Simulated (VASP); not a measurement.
# Hf (Fm-3m) in VASP: a series of runs, part 2 of 2

VASP 6.6.1.

### 3 Single point, r2SCAN (volume scaled by 1.04)

POSCAR reads:

```
Hf
1.0
    0.0000000000      2.2689502399      2.2689502399
    2.2689502399      0.0000000000      2.2689502399
    2.2689502399      2.2689502399      0.0000000000
Hf
1
Direct
    0.0000000000      0.0000000000      0.0000000000
```

INCAR.step1 reads:

```
SYSTEM = Hf
PREC     = Accurate       ! precision mode
ENCUT    = 520            ! plane-wave cutoff, eV
ISMEAR   = -1             ! smearing method
SIGMA    = 0.1            ! smearing width, eV
LREAL    = .False.        ! projectors in reciprocal space
LASPH    = .True.         ! aspherical terms in the spheres
NELM     = 100            ! most SCF steps
NBANDS   = 11             ! bands
GGA      = PE             ! functional
ALGO     = Normal         ! electronic algorithm
EDIFF    = 1E-4           ! SCF threshold, eV
LWAVE    = .True.         ! write WAVECAR
LCHARG   = .False.        ! write CHGCAR
```

INCAR.step2 reads:

```
SYSTEM = Hf
PREC     = Accurate       ! precision mode
ENCUT    = 520            ! plane-wave cutoff, eV
EDIFF    = 1E-6           ! SCF threshold, eV
ISMEAR   = -1             ! smearing method
SIGMA    = 0.1            ! smearing width, eV
LREAL    = .False.        ! projectors in reciprocal space
LASPH    = .True.         ! aspherical terms in the spheres
NELM     = 100            ! most SCF steps
ALGO     = Normal         ! electronic algorithm
ISIF     = 2              ! what is computed and relaxed
LWAVE    = .False.        ! write WAVECAR
LCHARG   = .False.        ! write CHGCAR
METAGGA  = R2SCAN         ! meta-GGA
LMIXTAU  = .True.       
NBANDS   = 11             ! bands
ISTART   = 1
```

KPOINTS reads:

```
Automatic mesh
0
Gamma
  14 14 14
  0 0 0
```

Potentials or basis: VASP PAW PBE potentials, release 64 (Hf_pv).

Launch:

```
$ cat potpaw_PBE.64/Hf_pv/POTCAR > POTCAR
$ cp INCAR.step1 INCAR
$ mpirun -np 1 vasp_std > vasp.out
$ cp INCAR.step2 INCAR
$ mpirun -np 1 vasp_std > vasp.out
```

OUTCAR:

```text
SYSTEM = Hf
   PREC = Accurate
   ENCUT = 520
   EDIFF = 1E-6
   ISMEAR = -1
   LREAL = .False.
   LASPH = .True.
   NELM = 100
   ISIF = 2
   METAGGA = R2SCAN
   ISTART = 1

 ion  position               nearest neighbor table
   1  0.000  0.000  0.000-

  LATTYP: Found a face centered cubic cell.
 ALAT       =     4.5379004798

  Lattice vectors:

 A1 = (   0.0000000000,   2.2689502399,   2.2689502399)
 A2 = (   2.2689502399,   0.0000000000,   2.2689502399)
 A3 = (   2.2689502399,   2.2689502399,   0.0000000000)

Analysis of symmetry for initial positions (statically):
=====================================================================
 Subroutine PRICEL returns:
 Original cell was already a primitive cell.

 Routine SETGRP: Setting up the symmetry group for a
 face centered cubic supercell.

 Subroutine GETGRP returns: Found 48 space group operations
 (whereof 48 operations were pure point group operations)
 out of a pool of 48 trial point group operations.

The static configuration has the point symmetry O_h .

Analysis of symmetry for dynamics (positions and initial velocities):
[... 158 lines left out ...]
 val. band max:        4.3102270835   @ k =  -0.2857   0.4286   0.1429
 cond. band min:       4.3273094004   @ k =  -0.4286   0.0714   0.0000
 fundamental gap:      0.0170823169
 Fermi energy:         4.3172208912

 k-point     1 :       0.0000    0.0000    0.0000
  band No.  band energies     occupation
      1     -26.9708      2.00000
      2     -26.9708      2.00000
      3     -26.9708      2.00000
      4      -3.0935      2.00000
      5       5.8917      0.00000
      6       5.8917      0.00000
      7       5.8917      0.00000
      8       8.7334      0.00000
      9       8.7334      0.00000
     10      16.0145      0.00000
     11      16.1382      0.00000
[... 309 lines left out ...]
 k-point    24 :       0.2857    0.1429    0.0000
  band No.  band energies     occupation
      1     -27.3389      2.00000
      2     -27.0692      2.00000
      3     -27.0620      2.00000
      4      -0.8186      2.00000
      5       4.1123      1.77174
      6       5.9696      0.00000
      7       6.7931      0.00000
      8       7.8869      0.00000
      9       9.5532      0.00000
     10      16.1374      0.00000
     11      17.3191      0.00000

 [... further k-points ...]
[... 5 lines left out ...]
  --------------------------------------------------------------------------------------
  -------------------------------------------------------------------------------------
  Total       -0.6311223     -0.6311223     -0.6311223      0.0000000     -0.0000000      0.0000000
  in kB      -43.2831813    -43.2831813    -43.2831813      0.0000000     -0.0000000      0.0000000
  external PRESSURE =     -43.2831813 kB  Pullay stress =       0.0000000 kB

 VOLUME and BASIS-vectors are now :
 -----------------------------------------------------------------------------
  energy-cutoff  :      520.00
  volume of cell :       23.36
      direct lattice vectors                 reciprocal lattice vectors
     0.000000000  2.268950240  2.268950240    -0.220366225  0.220366225  0.220366225
     2.268950240  0.000000000  2.268950240     0.220366225 -0.220366225  0.220366225
     2.268950240  2.268950240  0.000000000     0.220366225  0.220366225 -0.220366225

 POSITION                                       TOTAL-FORCE (eV/Angst)
 -----------------------------------------------------------------------------------
      0.00000      0.00000      0.00000         0.000000      0.000000      0.000000
 -----------------------------------------------------------------------------------
    total drift:                                0.000000      0.000000     -0.000000

  FREE ENERGIE OF THE ION-ELECTRON SYSTEM (eV)
  ---------------------------------------------------
  free  energy   TOTEN  =       -45.0737549558 eV

  energy  without entropy=      -45.0280226931  energy(sigma->0) =      -45.05088882
```

OSZICAR.step1:

```text
N       E                     dE             d eps       ncg     rms          rms(c)
DAV:   1     0.134888383953E+02    0.13489E+02   -0.56916E+03  2304   0.831E+02
DAV:   2    -0.972334335782E+01   -0.23212E+02   -0.22506E+02  3015   0.156E+02
DAV:   3    -0.102296539226E+02   -0.50631E+00   -0.50039E+00  2827   0.156E+01
DAV:   4    -0.102319327024E+02   -0.22788E-02   -0.22781E-02  2649   0.127E+00
DAV:   5    -0.102319470661E+02   -0.14364E-04   -0.14363E-04  2882   0.900E-02    0.447E+01
DAV:   6    -0.996102821575E+01    0.27092E+00   -0.23083E-01  2534   0.358E+00    0.266E+01
DAV:   7    -0.987272111605E+01    0.88307E-01   -0.34942E-01  2633   0.428E+00    0.126E+00
DAV:   8    -0.986760243770E+01    0.51187E-02   -0.26068E-02  2567   0.117E+00    0.198E-01
DAV:   9    -0.986764194203E+01   -0.39504E-04   -0.53021E-04  2734   0.178E-01
   1 F= -.98676419E+01 E0= -.98420485E+01  d E =-.511868E-01
```

Run time: 30 s. Hardware: 1 thread of Intel Xeon 6975P-C (Granite Rapids), shared host; peak memory 0.16 GiB.

Results:

```yaml
Free_energy: -45.0738 eV
Pressure: -4.3 GPa
Band_gap_on_the_k_mesh: zero (band 5 reaches 5.89 eV, above the bottom of band 6 at 3.78 eV)
```

Caveat: the PAW data sets were made with another functional, which shifts forces and pressure a little; spin-orbit coupling is left out, which moves the levels of the heavy elements.

### 4 Single point, r2SCAN (volume scaled by 1.08)

POSCAR reads:

```
Hf
1.0
    0.0000000000      2.2976741783      2.2976741783
    2.2976741783      0.0000000000      2.2976741783
    2.2976741783      2.2976741783      0.0000000000
Hf
1
Direct
    0.0000000000      0.0000000000      0.0000000000
```

INCAR.step1 is that of step 3.

INCAR.step2 is that of step 3.

KPOINTS reads:

```
regular mesh
0
Gamma
  14 14 14
  0 0 0
```

Launch:

```
$ cat potpaw_PBE.64/Hf_pv/POTCAR > POTCAR
$ cp INCAR.step1 INCAR
$ mpirun -np 1 vasp_std > vasp.out
$ cp INCAR.step2 INCAR
$ mpirun -np 1 vasp_std > vasp.out
```

Run time: 26 s. Hardware: 1 thread of Intel Xeon 6975P-C (Granite Rapids), shared host; peak memory 0.16 GiB.

Results (log left out):

```yaml
Free_energy: -45.0401 eV
Pressure: -7.6 GPa
Band_gap_on_the_k_mesh: zero (band 5 reaches 5.62 eV, above the bottom of band 6 at 3.59 eV)
```

Levels at points of the mesh, in eV from the Fermi level:
```csv
k point,band 1,band 2,band 3,band 4,band 5,band 6,band 7,band 8,band 9,band 10
"(0.00, 0.00, 0.00)",-31.44,-31.44,-31.44,-7.28,1.55,1.55,1.55,4.26,4.26,11.57
"(0.50, 0.00, 0.00)",-32.07,-31.52,-31.52,-3.51,0.12,1.39,1.39,6.12,6.12,8.98
"(0.50, 0.50, 0.00)",-32.04,-31.67,-31.67,-2.99,-1.89,2.03,6.19,6.63,6.63,9.66
```

Caveat: the PAW data sets were made with another functional, which shifts forces and pressure a little; spin-orbit coupling is left out, which moves the levels of the heavy elements.

### 5 Single point, r2SCAN (volume scaled by 1.12)

POSCAR reads:

```
Hf
1.0
    0.0000000000      2.3256973569      2.3256973569
    2.3256973569      0.0000000000      2.3256973569
    2.3256973569      2.3256973569      0.0000000000
Hf
1
Direct
    0.0000000000      0.0000000000      0.0000000000
```

INCAR.step1 reads:

```
SYSTEM = Hf
ALGO = Normal
EDIFF = 1E-4
ENCUT = 520
GGA = PE
ISMEAR = -1
LASPH = .True.
LCHARG = .False.
LREAL = .False.
LWAVE = .True.
NBANDS = 11
NELM = 100
PREC = Accurate
SIGMA = 0.1
```

INCAR.step2 reads:

```
SYSTEM = Hf
ALGO = Normal
EDIFF = 1E-7
ENCUT = 520
ISIF = 2
ISMEAR = -1
ISTART = 1
LASPH = .True.
LCHARG = .False.
LMIXTAU = .True.
LREAL = .False.
LWAVE = .False.
METAGGA = R2SCAN
NBANDS = 11
NELM = 100
PREC = Accurate
SIGMA = 0.1
```

KPOINTS reads:

```
k-points
0
Gamma
  14 14 14
  0 0 0
```

Potentials or basis: VASP PAW PBE potentials, release 64 (Hf_pv).

Launch:

```
$ cat potpaw_PBE.64/Hf_pv/POTCAR > POTCAR
$ cp INCAR.step1 INCAR
$ mpirun -np 1 vasp_std > vasp.out
$ cp INCAR.step2 INCAR
$ mpirun -np 1 vasp_std > vasp.out
```

OUTCAR:

```text
SYSTEM = Hf
   EDIFF = 1E-7
   ENCUT = 520
   ISIF = 2
   ISMEAR = -1
   ISTART = 1
   LASPH = .True.
   LREAL = .False.
   METAGGA = R2SCAN
   NELM = 100
   PREC = Accurate

 ion  position               nearest neighbor table
   1  0.000  0.000  0.000-

  LATTYP: Found a face centered cubic cell.
 ALAT       =     4.6513947138

  Lattice vectors:

 A1 = (   0.0000000000,   2.3256973569,   2.3256973569)
 A2 = (   2.3256973569,   0.0000000000,   2.3256973569)
 A3 = (   2.3256973569,   2.3256973569,   0.0000000000)

Analysis of symmetry for initial positions (statically):
[... 504 lines left out ...]
      4      -1.1884      2.00000
      5       3.7175      1.55651
      6       5.4498      0.00000
      7       6.1781      0.00000
      8       7.1787      0.00000
      9       8.6948      0.00000
     10      15.3720      0.00000
     11      16.2176      0.00000

 [... further k-points ...]
[... 5 lines left out ...]
  --------------------------------------------------------------------------------------
  -------------------------------------------------------------------------------------
  Total       -1.6367210     -1.6367210     -1.6367210     -0.0000000     -0.0000000      0.0000000
  in kB     -104.2306943   -104.2306943   -104.2306943     -0.0000000     -0.0000000      0.0000000
  external PRESSURE =    -104.2306943 kB  Pullay stress =       0.0000000 kB

 VOLUME and BASIS-vectors are now :
 -----------------------------------------------------------------------------
  energy-cutoff  :      520.00
  volume of cell :       25.16
      direct lattice vectors                 reciprocal lattice vectors
     0.000000000  2.325697357  2.325697357    -0.214989280  0.214989280  0.214989280
     2.325697357  0.000000000  2.325697357     0.214989280 -0.214989280  0.214989280
     2.325697357  2.325697357  0.000000000     0.214989280  0.214989280 -0.214989280

 POSITION                                       TOTAL-FORCE (eV/Angst)
 -----------------------------------------------------------------------------------
      0.00000      0.00000      0.00000        -0.000000      0.000000     -0.000000
 -----------------------------------------------------------------------------------
    total drift:                               -0.000000      0.000000      0.000000

  FREE ENERGIE OF THE ION-ELECTRON SYSTEM (eV)
  ---------------------------------------------------
  free  energy   TOTEN  =       -44.9893281014 eV

  energy  without entropy=      -44.9428507627  energy(sigma->0) =      -44.96608943
```

OUTCAR.step1:

```text
SYSTEM = Hf
   EDIFF = 1E-4
   ENCUT = 520
   GGA = PE
   ISMEAR = -1
   LASPH = .True.
   LREAL = .False.
[... 551 lines left out ...]
 -----------------------------------------------------------------------------------
      0.00000      0.00000      0.00000         0.000000     -0.000000      0.000000
 -----------------------------------------------------------------------------------
    total drift:                                0.000000      0.000000     -0.000000

  FREE ENERGIE OF THE ION-ELECTRON SYSTEM (eV)
  ---------------------------------------------------
  free  energy   TOTEN  =        -9.7920722138 eV

  energy  without entropy=       -9.7377832268  energy(sigma->0) =       -9.76492772
```

OSZICAR.step1:

```text
N       E                     dE             d eps       ncg     rms          rms(c)
DAV:   1     0.126477085524E+02    0.12648E+02   -0.56482E+03  2296   0.830E+02
DAV:   2    -0.972368637708E+01   -0.22371E+02   -0.21697E+02  2897   0.153E+02
DAV:   3    -0.102061546800E+02   -0.48247E+00   -0.47950E+00  2878   0.153E+01
DAV:   4    -0.102084956738E+02   -0.23410E-02   -0.23407E-02  2616   0.129E+00
DAV:   5    -0.102085121584E+02   -0.16485E-04   -0.16485E-04  2954   0.950E-02    0.424E+01
DAV:   6    -0.989749313936E+01    0.31102E+00   -0.27050E-01  2465   0.380E+00    0.254E+01
DAV:   7    -0.979891976441E+01    0.98573E-01   -0.40798E-01  2603   0.455E+00    0.123E+00
DAV:   8    -0.979210019272E+01    0.68196E-02   -0.34203E-02  2564   0.133E+00    0.562E-01
DAV:   9    -0.979207221379E+01    0.27979E-04   -0.58714E-04  2789   0.214E-01
   1 F= -.97920722E+01 E0= -.97649277E+01  d E =-.542890E-01
```

Run time: 31 s. Hardware: 1 thread of Intel Xeon 6975P-C (Granite Rapids), shared host; peak memory 0.16 GiB.

Results:

| Item | Value |
| --- | --- |
| Free energy | -44.9893 eV |
| Pressure | -10.4 GPa |
| Band gap on the k mesh | zero (band 5 reaches 5.36 eV, above the bottom of band 6 at 3.41 eV) |

Caveat: the PAW data sets were made with another functional, which shifts forces and pressure a little; spin-orbit coupling is left out, which moves the levels of the heavy elements.

### 6 Overview

| cell | gap on the mesh (eV) | pressure (GPa) |
| --- | --- | --- |
| a = 3.167 Å, angles 60.0°, 1 atom | none | -0.5 |
| a = 3.209 Å, angles 60.0°, 1 atom | none | -4.3 |
| a = 3.249 Å, angles 60.0°, 1 atom | none | -7.6 |
| a = 3.289 Å, angles 60.0°, 1 atom | none | -10.4 |

Alike in all rows: task single point; level r2SCAN; potentials or basis VASP PAW PBE potentials, release 64 (Hf_pv); no spin polarisation; k mesh 14 × 14 × 14; cutoff (eV) 520; smearing fermi-dirac 0.1 eV.

Caveats: the PAW data sets were made with another functional, which shifts forces and pressure a little; spin-orbit coupling is left out, which moves the levels of the heavy elements.

Total energies depend on the potentials used, so only differences within one code and one set of settings carry meaning.
